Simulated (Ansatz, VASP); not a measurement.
Two plane-wave programs on Rh

Contents of POSCAR:

```
Rh
1.0
    0.0000000000      2.7268688451      2.7268688451
    2.7268688451      0.0000000000      2.7268688451
    2.7268688451      2.7268688451      0.0000000000
Rh
2
Direct
    0.0000000000      0.0000000000      0.0000000000
    0.2500000000      0.2500000000      0.2500000000
```

Contents of INCAR.step1:

```
SYSTEM = Rh
ALGO = Normal ; EDIFF = 1E-4
ENCUT = 600 ; GGA = PE
ISMEAR = 0 ; LASPH = .True.
LCHARG = .False. ; LREAL = .False.
LWAVE = .True. ; NELM = 100
PREC = Accurate ; SIGMA = 0.1
```

The input INCAR.step2:

```
SYSTEM = Rh
ALGO = Normal ; EDIFF = 1E-6
EDIFFG = -0.01 ; ENCUT = 600
IBRION = 2 ; ISIF = 3
ISMEAR = 0 ; ISTART = 1
LASPH = .True. ; LCHARG = .False.
LMIXTAU = .True. ; LREAL = .False.
LWAVE = .False. ; METAGGA = R2SCAN
NELM = 100 ; NSW = 100
PREC = Accurate ; SIGMA = 0.1
```

File KPOINTS:

```
k-points
0
Gamma
  18 18 18
  0 0 0
```

Input for Ansatz:

```yaml
crystal:
  lattice:
    - [0.0, 2.7268688451, 2.7268688451]
    - [2.7268688451, 0.0, 2.7268688451]
    - [2.7268688451, 2.7268688451, 0.0]
  atoms:
    - { symbol: Rh, position: [0.0, 0.0, 0.0] }
    - { symbol: Rh, position: [0.25, 0.25, 0.25] }
basis:
  ecutwfc: 500
kpoints:
  mp_grid: { grid: [18, 18, 18] }
hamiltonian:
  xc: r2scan
scf:
  occupations: { method: gaussian, width: 0.1 }
output:
  forces: true
  stress: true
  eigenvalues: true
relax:
  adjacent_minimum: "off"
  f_tol: 0.01
  max_steps: 80
  cell: { stress_tol: 0.05 }
```

Alike in both runs: task relaxation of cell and atoms; functional r2SCAN; k mesh 18 × 18 × 18; occupations gaussian, width 0.1 eV; no spin polarisation.

```csv
,VASP,Ansatz
version,VASP 6.6.1,Ansatz 0.2.0
potentials or method,"VASP PAW PBE potentials, release 64 (Rh_pv), cutoff 600 eV","scalar-relativistic, plane waves, PAW"
valence electrons in the cell,30,34
```

|  | VASP | Ansatz | Ansatz less VASP |
| --- | --- | --- | --- |
| gap on the k mesh at the Fermi level, each at its own relaxed structure (eV) | none | none | - |
| relaxed volume (Å³/atom) | 20.42 | 20.34 | -0.078 |
| relaxed length of the cell vector where the two differ most in proportion (Å) | 3.866 | 3.861 | -0.0049 |

VASP's potentials were made for PBE, not for r2SCAN. A gap of «none» marks a metal or a gap that the smearing closes. VASP's potentials hold 30 valence electrons a cell and Ansatz's 34, so a difference there can come from the potentials and not from the codes.
